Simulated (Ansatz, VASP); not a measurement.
# Sc: VASP beside Ansatz

```
Sc
1.0
     3.31379    0.00000    0.00000
    -1.65690    2.86983    0.00000
     0.00000    0.00000   10.58837
Sc
4
Cartesian
  3.3138 0.0000 0.0000
  3.3138 0.0000 5.2942
  0.0000 1.9132 2.6471
  1.6569 0.9566 7.9413
```

Alike in both runs: task single point; functional LDA; k mesh 13 × 13 × 4; occupations fermi-dirac, width 0.1 eV; no spin polarisation.

```csv
,VASP,Ansatz
version,VASP 6.6.1,Ansatz 0.2.0
potentials or method,"VASP PAW LDA potentials, release 64 (Sc_sv), cutoff 520 eV","plane waves (420 eV) with PAW, scalar-relativistic"
valence electrons in the cell,44,44
```

|  | VASP | Ansatz | Ansatz less VASP |
| --- | --- | --- | --- |
| pressure (GPa) | -5.5 | -5.5 | -0.03 |
| traceless stress, the component that is largest in VASP (GPa) | -0.07 | -0.07 | -0.003 |

Ansatz warns that its potentials were made for another functional, while VASP's fit it. LDA's correlation is that of Perdew and Zunger in VASP and of Perdew and Wang (1992) in Ansatz.
